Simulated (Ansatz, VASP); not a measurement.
## Two plane-wave programs on Sr3Ag

File INCAR:

```
SYSTEM = Sr3Ag
PREC     = Accurate       ! precision mode
ENCUT    = 520            ! plane-wave cutoff, eV
EDIFF    = 1E-6           ! SCF threshold, eV
ISMEAR   = 1              ! smearing method
SIGMA    = 0.1            ! smearing width, eV
LREAL    = .False.        ! projectors in reciprocal space
LASPH    = .True.         ! aspherical terms in the spheres
NELM     = 80             ! most SCF steps
ALGO     = Normal         ! electronic algorithm
ISIF     = 2              ! what is computed and relaxed
LWAVE    = .False.        ! write WAVECAR
LCHARG   = .False.        ! write CHGCAR
GGA      = PE             ! functional
NBANDS   = 28             ! bands
```

KPOINTS

```
regular mesh
0
Gamma
  4 4 4
  0 0 0
```

The input POSCAR:

```
Sr3Ag
1.0
    5.6248512917      0.0000000000      0.0000000000
    0.0000000000      5.6248512917      0.0000000000
    0.0000000000      0.0000000000      5.6248512917
Sr Ag
3 1
Direct
    0.0000000000      0.5000000000      0.5000000000
    0.5000000000      0.0000000000      0.5000000000
    0.5000000000      0.5000000000      0.0000000000
    0.0000000000      0.0000000000      0.0000000000
```

Input for Ansatz:

```yaml
crystal:
  lattice:
    - [5.624851291683993, 0.0, 0.0]
    - [0.0, 5.624851291683993, 0.0]
    - [0.0, 0.0, 5.624851291683993]
  atoms:
    - { symbol: Sr, position: [0.0, 0.5, 0.5] }
    - { symbol: Sr, position: [0.5, 0.0, 0.5] }
    - { symbol: Sr, position: [0.5, 0.5, 0.0] }
    - { symbol: Ag, position: [0.0, 0.0, 0.0] }
basis:
  ecutwfc: 510.0
kpoints:
  mp_grid:
    grid: [4, 4, 4]
hamiltonian:
  xc: pbe
scf:
  occupations:
    method: cold
    width: 0.1
output:
  stress: true
```

Alike in both runs: task single point; functional PBE; k mesh 4 × 4 × 4; no spin polarisation.

```csv
,VASP,Ansatz
version,VASP 6.6.1,Ansatz 0.2.0
potentials or method,"VASP PAW PBE potentials, release 64 (Sr_sv, Ag), cutoff 520 eV","plane waves, PAW"
occupations,"methfessel-paxton of order 1, width 0.1 eV","cold, width 0.1 eV"
valence electrons in the cell,41,49
```

```tsv
	VASP	Ansatz	Ansatz less VASP
pressure (GPa)	-1.0	-1.1	-0.05
```

VASP's potentials hold 41 valence electrons a cell and Ansatz's 49, so a difference there can come from the potentials and not from the codes.
